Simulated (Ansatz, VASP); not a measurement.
# Hf2MgO in VASP and in Ansatz

The input INCAR:

```
SYSTEM = Hf2MgO
PREC = Accurate
ENCUT = 600
EDIFF = 1E-6
ISMEAR = 0
SIGMA = 0.1
LREAL = .FALSE.
LASPH = .TRUE.
NELM = 80
ALGO = Normal
ISIF = 3
LWAVE = .FALSE.
LCHARG = .FALSE.
GGA = PE
IBRION = 2
NSW = 100
EDIFFG = -0.01
```

The input KPOINTS:

```
Automatic mesh
0
G
  14 14 8
  0 0 0
```

Contents of POSCAR:

```
Hf2MgO
1.0
    3.6083502821      0.0000000000      0.0000000000
    0.0000000000      3.6083502821      0.0000000000
    0.0000000000      0.0000000000      5.8262492703
Mg Hf O
1 2 1
Direct
    0.0000000000      0.0000000000      0.0000000000
    0.5000000000      0.5000000000      0.0000000000
    0.5000000000      0.5000000000      0.5000000000
    0.0000000000      0.0000000000      0.5000000000
```

Input for Ansatz:

```yaml
crystal:
  lattice:
    - [3.6083502821, 0.0, 0.0]
    - [0.0, 3.6083502821, 0.0]
    - [0.0, 0.0, 5.8262492703]
  atoms:
    - { symbol: Mg, position: [0.0, 0.0, 0.0] }
    - { symbol: Hf, position: [0.5, 0.5, 0.0] }
    - { symbol: Hf, position: [0.5, 0.5, 0.5] }
    - { symbol: O, position: [0.0, 0.0, 0.5] }
basis:
  ecutwfc: 420
kpoints:
  mp_grid: { grid: [14, 14, 8] }
hamiltonian:
  xc: pbe
scf:
  occupations: { method: gaussian, width: 0.1 }
output:
  forces: true
  stress: true
  eigenvalues: true
relax:
  adjacent_minimum: "off"
  f_tol: 0.01
  max_steps: 80
  cell: { stress_tol: 0.05 }
```

Alike in both runs: task relaxation of cell and atoms; functional PBE; k mesh 14 × 14 × 8; occupations gaussian, width 0.1 eV; no spin polarisation.

|  | VASP | Ansatz |
| --- | --- | --- |
| version | VASP 6.6.1 | Ansatz 0.2.0 |
| potentials or method | VASP PAW PBE potentials, release 64 (Mg, Hf_pv, O), cutoff 600 eV | scalar-relativistic, plane waves, PAW |
| valence electrons in the cell | 28 | 68 |

Ansatz gave:

```
gap on the k mesh at the Fermi level, each at its own relaxed structure (eV)  : none
relaxed volume (Å³/atom)                                                      : 18.93
relaxed length of the cell vector where the two differ most in proportion (Å) : 5.818
```

Question: What did VASP give for the same quantities?

Answer: gap on the k mesh at the Fermi level, each at its own relaxed structure (eV): none; relaxed volume (Å³/atom): 18.84; relaxed length of the cell vector where the two differ most in proportion (Å): 5.808.

A gap of «none» marks a metal or a gap that the smearing closes. VASP's potentials hold 28 valence electrons a cell and Ansatz's 68, so a difference there can come from the potentials and not from the codes.

Neither program's run includes spin-orbit coupling.
